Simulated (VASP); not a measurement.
# TePb in VASP: notebook

TePb is run at these levels: PBEsol, PBE; tasks: single point.

Everything below comes from runs of VASP 6.6.1. Logs are shortened: lines on timing, memory, paths and dates and some standing lists are left out, and cuts for length are marked.

## 1. The cell of the first run

The typed cell holds 2 atoms: a = 4.425 Å, b = 4.395 Å, c = 4.483 Å, α = 59.67°, β = 60.48°, γ = 60.19°.

## 2. Single point, PBEsol (atoms moved at random and the cell strained at random)

Input file INCAR:

```
ALGO = Normal ; EDIFF = 1E-7
ENCUT = 520 ; GGA = PS
ISIF = 2 ; ISMEAR = 0
LASPH = T ; LCHARG = F
LREAL = F ; LWAVE = F
NBANDS = 17 ; NELM = 100
PREC = Accurate ; SIGMA = 0.02
```

Input file KPOINTS:

```
k-points
0
Gamma
  8 8 8
```

Input file POSCAR:

```
TePb
1.0
   -0.0108749900      3.1372571300      3.1201863000
    3.1301577300      0.0239766100      3.0853347000
    3.1838227400      3.1560705400     -0.0296884000
Te Pb
1 1
Direct
    0.5036721413      0.5043445925      0.4926805082
   -0.0036721413     -0.0043445925      0.0073194918
```

Potentials or basis: VASP PAW PBE potentials, release 64 (Te, Pb_d).

Launch:

```
cat potpaw_PBE.64/Te/POTCAR potpaw_PBE.64/Pb_d/POTCAR > POTCAR
mpirun -np 1 vasp_std > vasp.out
```

OUTCAR:

```text
EDIFF = 1E-7
   ENCUT = 520
   GGA = PS
   ISIF = 2
   ISMEAR = 0
   LASPH = T
   LREAL = F
   NELM = 100
   PREC = Accurate

 ion  position               nearest neighbor table
   1  0.504  0.504  0.493-   2 3.07   2 3.11   2 3.14   2 3.16   2 3.17   2 3.18
   2  0.996  0.996  0.007-   1 3.07   1 3.11   1 3.14   1 3.16   1 3.17   1 3.18

  LATTYP: Found a triclinic cell.
 ALAT       =     4.4177212716
 B/A-ratio  =     1.4114846023
 C/A-ratio  =     2.2551082413
 COS(alpha) =     0.0050304852
 COS(beta)  =     0.6764369840
 COS(gamma) =     0.7046205438

  Lattice vectors:

 A1 = (  -0.0536650100,  -3.1320939300,   3.1150231000)
 A2 = (  -0.0645400000,   0.0051632000,   6.2352094000)
 A3 = (  -3.2266127600,  -9.4254216000,   0.0245252000)

Analysis of symmetry for initial positions (statically):
=====================================================================
 Subroutine PRICEL returns:
 Original cell was already a primitive cell.

 Routine SETGRP: Setting up the symmetry group for a
 triclinic supercell.

 Subroutine GETGRP returns: Found  1 space group operations
 (whereof  1 operations were pure point group operations)
 out of a pool of  2 trial point group operations.

The static configuration has the point symmetry C_1 .

Analysis of symmetry for dynamics (positions and initial velocities):
=====================================================================
 Subroutine PRICEL returns:
 Original cell was already a primitive cell.

 Routine SETGRP: Setting up the symmetry group for a
 triclinic supercell.

 Subroutine GETGRP returns: Found  1 space group operations
 (whereof  1 operations were pure point group operations)
 out of a pool of  2 trial point group operations.

The dynamic configuration has the point symmetry C_1 .

 Subroutine INISYM returns: Found  1 space group operations
 (whereof  1 operations are pure point group operations),
 and found     1 'primitive' translations

----------------------------------------------------------------------------------------

                                     Primitive cell

  volume of cell :      61.8014

  direct lattice vectors                    reciprocal lattice vectors
    -0.010874990  3.137257130  3.120186300    -0.157573348  0.160450993  0.158615647
     3.130157730  0.023976610  3.085334700     0.160848720 -0.160737541  0.162177568
     3.183822740  3.156070540 -0.029688400     0.155412084  0.158576278 -0.158902196

  length of vectors
     4.424710512  4.395196526  4.483122784     0.275195938  0.279303475  0.273037103

  position of ions in fractional coordinates (direct lattice)
     0.503672141  0.504344592  0.492680508
     0.996327859  0.995655408  0.007319492

  ion indices of the primitive-cell ions
   primitive index   ion index
                 1           1
                 2           2

----------------------------------------------------------------------------------------

 KPOINTS: k-points

Automatic generation of k-mesh.
 Grid dimensions read from file:
 generate k-points for:    8    8    8

 Generating k-lattice:

  Cartesian coordinates                     Fractional coordinates (reciprocal lattice)
    -0.019696668  0.020056374  0.019826956     0.125000000  0.000000000  0.000000000
     0.020106090 -0.020092193  0.020272196     0.000000000  0.125000000  0.000000000
     0.019426511  0.019822035 -0.019862774    -0.000000000  0.000000000  0.125000000

  Length of vectors
     0.034399492  0.034912934  0.034129638

  Shift w.r.t. Gamma in fractional coordinates (k-lattice)
     0.000000000  0.000000000  0.000000000

 Subroutine IBZKPT returns following result:
 ===========================================

 Found    260 irreducible k-points:

 Following reciprocal coordinates:
            Coordinates               Weight
  0.000000  0.000000  0.000000      1.000000
  0.125000 -0.000000 -0.000000      2.000000
  0.250000 -0.000000 -0.000000      2.000000
  0.375000  0.000000 -0.000000      2.000000
  0.500000 -0.000000 -0.000000      1.000000
  0.000000  0.125000  0.000000      2.000000
[... 16 lines left out ...]
  0.125000  0.375000  0.000000      2.000000
  0.250000  0.375000  0.000000      2.000000
 [... further k-points ...]
   k-points           NKPTS =    260   k-points in BZ     NKDIM =    260   number of bands    NBANDS=     17
   number of dos      NEDOS =    301   number of ions     NIONS =      2
   total plane-waves  NPLWV =  46656
   dimension x,y,z NGX =    36 NGY =   36 NGZ =   36
   dimension x,y,z NGXF=    72 NGYF=   72 NGZF=   72
   ions per type =               1   1
   NGX,Y,Z   is equivalent  to a cutoff of  13.53, 13.62, 13.35 a.u.
   NGXF,Y,Z  is equivalent  to a cutoff of  27.05, 27.23, 26.70 a.u.
 SYSTEM =  unknown system
   PREC   = accura    normal or accurate (medium, high low for compatibility)
   ISTART =      0    job   : 0-new  1-cont  2-samecut
   ICHARG =      2    charge: 1-file 2-atom 10-const
   ISPIN  =      1    spin polarized calculation?
   LNONCOLLINEAR =      F non collinear calculations
   LSORBIT =      F    spin-orbit coupling
   LASPH  =      T    aspherical Exc in radial PAW
   ENCUT  =  520.0 eV  38.22 Ry    6.18 a.u.   8.23  8.17  8.34*2*pi/ulx,y,z
   NELM   =    100;   NELMIN=  2; NELMDL= -5     # of ELM steps
   EDIFF  = 0.1E-06   stopping-criterion for ELM
   LREAL  =      F    real-space projection
   EDIFFG = 0.1E-05   stopping-criterion for IOM
   NSW    =      0    number of steps for IOM
   IBRION =     -1    ionic relax: 0-MD 1-quasi-New 2-CG
   NFREE  =      0    steps in history (QN), initial steepest desc. (CG)
   ISIF   =      2    stress and relaxation
   ISYM   =      2    0-nonsym 1-usesym 2-fastsym
   POTIM  = 0.5000    time-step for ionic-motion
   TEBEG  =    0.0;   TEEND  =   0.0 temperature during run
   PSTRESS=    0.0 pullay stress
   NELECT =      20.0000    total number of electrons
   NUPDOWN=      -1.0000    fix difference up-down
   EMIN   =  10.00;   EMAX   =-10.00  energy-range for DOS
   EFERMI =   0.00;   METHOD = LEGACY
   ISMEAR =     0;   SIGMA  =   0.02  broadening in eV -4-tet -1-fermi 0-gaus
   EFERMI_NEDOS =   21; number of points for ismear=-14 and -15
   IALGO  =     38    algorithm
   IMIX   =      4    mixing-type and parameters
     AMIX     =   0.40;   BMIX     =  1.00
     AMIX_MAG =   1.60;   BMIX_MAG =  1.00
  volume/ion in A,a.u.               =      30.90       208.53
  Fermi-wavevector in a.u.,A,eV,Ry     =   1.123963  2.123983 17.188155  1.263294
  Thomas-Fermi vector in A             =   2.260633
   LORBIT       =      0    0 simple, 1 ext, 2 COOP (PROOUT), +10 PAW based schemes
   GGA     = PS    functional components
   LHFCALC =     F    Hartree Fock is set to
   AEXX    =    0.0000 exact exchange contribution
   IVDW    =     0    specifies the selected vdW correction
   LEPSILON=     F    determine dielectric tensor
   LRPA    =     F    only Hartree local field effects (RPA)
 non-spin polarized calculation
 Gauss-broadening in eV      SIGMA  =   0.02
  energy-cutoff  :      520.00
  volume of cell :       61.80
 maximum number of plane-waves:      1677
 NGX is ok and might be reduce to    36
   NGX = 17   NGY = 17   NGZ = 17

 number of electron      20.0000001 magnetization

 Free energy of the ion-electron system (eV)
  ---------------------------------------------------
  ext. energy  EPLUGINS =         0.00000000
  ---------------------------------------------------
  free energy    TOTEN  =        -8.18830936 eV

  energy without entropy =       -8.18830936  energy(sigma->0) =       -8.18830936

 E-fermi :   6.8930     XC(G=0):  -9.8664

 val. band max:        6.7321432587   @ k =  -0.0000  -0.0000   0.5000
 cond. band min:       7.0339501439   @ k =   0.0000   0.5000   0.0000
 fundamental gap:      0.3018068852
 Fermi energy:         6.8929637862

 k-point     1 :       0.0000    0.0000    0.0000
  band No.  band energies     occupation
      1     -10.1601      2.00000
      2     -10.1577      2.00000
      3     -10.1401      2.00000
      4     -10.1393      2.00000
      5     -10.1384      2.00000
      6      -6.1669      2.00000
[... 9 lines left out ...]
     16      12.3685      0.00000
     17      13.5460      0.00000

 k-point     2 :       0.1250   -0.0000   -0.0000
  band No.  band energies     occupation
      1     -10.1630      2.00000
      2     -10.1606      2.00000
      3     -10.1391      2.00000
      4     -10.1368      2.00000
      5     -10.1354      2.00000
      6      -6.0161      2.00000
[... 9 lines left out ...]
     16      12.6710      0.00000
     17      14.7630      0.00000

 k-point     3 :       0.2500   -0.0000   -0.0000
  band No.  band energies     occupation
      1     -10.1713      2.00000
      2     -10.1682      2.00000
      3     -10.1382      2.00000
      4     -10.1287      2.00000
      5     -10.1266      2.00000
      6      -5.5784      2.00000
[... 9 lines left out ...]
     16      13.5172      0.00000
     17      16.9747      0.00000

 k-point     4 :       0.3750    0.0000   -0.0000
  band No.  band energies     occupation
      1     -10.1803      2.00000
      2     -10.1764      2.00000
      3     -10.1376      2.00000
      4     -10.1198      2.00000
      5     -10.1172      2.00000
      6      -4.9329      2.00000
[... 9 lines left out ...]
     16      14.8101      0.00000
     17      17.5984      0.00000
[... 343 lines left out ...]
      1     -10.1798      2.00000
      2     -10.1769      2.00000
      3     -10.1390      2.00000
      4     -10.1184      2.00000
      5     -10.1161      2.00000
      6      -4.9036      2.00000
[... 9 lines left out ...]
     16      14.7432      0.00000
     17      17.8001      0.00000

 k-point    23 :       0.1250    0.3750    0.0000
  band No.  band energies     occupation
      1     -10.1903      2.00000
      2     -10.1672      2.00000
      3     -10.1405      2.00000
      4     -10.1218      2.00000
      5     -10.1148      2.00000
      6      -5.0039      2.00000
[... 9 lines left out ...]
     16      15.2719      0.00000
     17      17.3504      0.00000

 k-point    24 :       0.2500    0.3750    0.0000
  band No.  band energies     occupation
      1     -10.2174      2.00000
      2     -10.1527      2.00000
      3     -10.1484      2.00000
      4     -10.1152      2.00000
      5     -10.1108      2.00000
      6      -4.8622      2.00000
[... 9 lines left out ...]
     16      16.0362      0.00000
     17      16.6246      0.00000

 [... further k-points ...]

------------------------ aborting loop because EDIFF is reached ----------------------------------------

  FORCE on cell =-STRESS in cart. coord.  units (eV):
  Direction    XX          YY          ZZ          XY          YZ          ZX
  --------------------------------------------------------------------------------------
  -------------------------------------------------------------------------------------
  Total        1.1454425      1.7027332      2.1181153     -0.0739372     -0.0073473      0.1109805
  in kB       29.6951765     44.1427339     54.9113600     -1.9167949     -0.1904773      2.8771277
  external PRESSURE =      42.9164235 kB  Pullay stress =       0.0000000 kB

 VOLUME and BASIS-vectors are now :
 -----------------------------------------------------------------------------
  energy-cutoff  :      520.00
  volume of cell :       61.80
      direct lattice vectors                 reciprocal lattice vectors
    -0.010874990  3.137257130  3.120186300    -0.157573348  0.160450993  0.158615647
     3.130157730  0.023976610  3.085334700     0.160848720 -0.160737541  0.162177568
     3.183822740  3.156070540 -0.029688400     0.155412084  0.158576278 -0.158902196

 POSITION                                       TOTAL-FORCE (eV/Angst)
 -----------------------------------------------------------------------------------
      3.14181      3.14718      3.11300         0.017215      0.032998     -0.085154
      3.12903      3.17271      6.18044        -0.017215     -0.032998      0.085154
 -----------------------------------------------------------------------------------
    total drift:                                0.000011     -0.000160      0.000010

  FREE ENERGIE OF THE ION-ELECTRON SYSTEM (eV)
  ---------------------------------------------------
  free  energy   TOTEN  =        -8.1883093649 eV

  energy  without entropy=       -8.1883093649  energy(sigma->0) =       -8.18830936
```

Run time: 1.9 min. Hardware: 1 thread of Intel Xeon 6975P-C (Granite Rapids), shared host; peak memory 0.4 GiB.

What came out:

```
Free energy            : -8.1883 eV
Pressure               : 4.3 GPa
Largest force          : 0.093 eV/Å
Band gap on the k mesh : 0.30 eV, indirect (least direct gap 0.44 eV)
```

Forces in eV/Å, atoms in the order of the input:
```
Te   0.017  0.033 -0.085
Pb  -0.017 -0.033  0.085
```

Levels at points of the mesh, in eV from the valence-band top:
| k point | band 8 | band 9 | band 10 | band 11 | band 12 | band 13 |
| --- | --- | --- | --- | --- | --- | --- |
| (0.00, 0.00, 0.00) | -1.89 | -1.80 | -1.62 | 3.85 | 4.06 | 4.22 |
| (0.50, 0.00, 0.00) | -1.28 | -1.20 | -0.03 | 0.42 | 0.89 | 1.06 |
| (0.00, 0.50, 0.00) | -1.35 | -1.28 | -0.16 | 0.30 | 0.81 | 0.91 |
| (0.50, 0.50, 0.00) | -5.33 | -3.53 | -3.35 | 2.70 | 5.53 | 5.80 |
| (0.00, 0.00, 0.50) | -1.20 | -1.18 | 0.00 | 0.52 | 0.98 | 1.04 |
| (0.50, 0.00, 0.50) | -5.33 | -3.56 | -3.29 | 2.72 | 5.50 | 5.90 |
| (0.00, 0.50, 0.50) | -5.32 | -3.44 | -3.37 | 2.74 | 5.66 | 5.80 |
| (0.50, 0.50, 0.50) | -1.30 | -1.23 | -0.07 | 0.38 | 0.88 | 0.99 |

Caveat: the cell differs from its parent crystal (atoms moved at random and the cell strained at random); the PAW data sets were made with another functional, which shifts forces and pressure a little; spin-orbit coupling is left out, which moves the levels of the heavy elements. A k mesh can miss the band edges.

## 3. Single point, PBEsol (one atom moved)

Input file INCAR:

```
  PREC = Accurate
  ENCUT = 520
  EDIFF = 1E-6
  ISMEAR = 0
  SIGMA = 0.02
  LREAL = False
  LASPH = True
  NELM = 80
  ALGO = Normal
  ISIF = 2
  LWAVE = False
  LCHARG = True
  GGA = PS
  LELF = True
  LVHAR = True
  NBANDS = 17
```

Input file KPOINTS:

```
Automatic mesh
0
Gamma
  8 8 8
```

Input file POSCAR:

```
TePb
1.0
    0.0000000000      3.2270000000      3.2270000000
    3.2270000000      0.0000000000      3.2270000000
    3.2270000000      3.2270000000      0.0000000000
Te Pb
1 1
Direct
    0.5000000000      0.5000000000      0.5000000000
    0.0090486520      0.0180911063     -0.0139634335
```

Potentials or basis: VASP PAW PBE potentials, release 64 (Te, Pb_d).

Launch:

```
cat potpaw_PBE.64/Te/POTCAR potpaw_PBE.64/Pb_d/POTCAR > POTCAR
mpirun -np 1 vasp_std > vasp.out
```

It took 1.9 min on 1 thread of Intel Xeon 6975P-C (Granite Rapids), shared host; peak memory 0.43 GiB.

Results (log left out):

- Free energy: -8.2568 eV
- Pressure: -0.2 GPa
- Largest force: 0.052 eV/Å
- Band gap on the k mesh: 0.69 eV, direct

Forces in eV/Å, atoms in the order of the input:
```
Te   0.007 -0.008  0.051
Pb  -0.007  0.008 -0.051
```

Stress tensor (GPa, compression positive):
```
-0.26  0.00  0.01
 0.00 -0.26 -0.01
 0.01 -0.01  0.02
```

Levels at points of the mesh, in eV from the valence-band top:
```tsv
k point	band 6	band 7	band 8	band 9	band 10	band 11	band 12	band 13	band 14	band 15
(0.00, 0.00, 0.00)	-12.06	-5.59	-1.35	-1.33	-1.33	4.03	4.03	4.09	5.76	5.80
(0.50, 0.00, 0.00)	-10.61	-8.61	-0.91	-0.88	0.00	0.69	1.26	1.29	8.28	9.22
(0.00, 0.50, 0.00)	-10.62	-8.60	-0.91	-0.88	-0.02	0.71	1.25	1.29	8.26	9.24
(0.00, 0.00, 0.50)	-10.62	-8.60	-0.91	-0.88	-0.01	0.70	1.25	1.29	8.27	9.23
(0.50, 0.50, 0.50)	-10.62	-8.61	-0.91	-0.88	-0.01	0.70	1.26	1.29	8.28	9.23
(0.50, 0.50, 0.00)	-10.35	-7.34	-4.51	-2.82	-2.81	3.20	5.49	5.49	6.73	10.14
(0.00, 0.50, 0.50)	-10.36	-7.30	-4.54	-2.82	-2.81	3.16	5.51	5.53	6.71	10.14
(0.50, 0.00, 0.50)	-10.36	-7.30	-4.54	-2.82	-2.81	3.16	5.51	5.53	6.71	10.14
```

Caveat: the cell differs from its parent crystal (one atom moved); the PAW data sets were made with another functional, which shifts forces and pressure a little; spin-orbit coupling is left out, which moves the levels of the heavy elements. A k mesh can miss the band edges.

(Continued in part 2 of 2.)
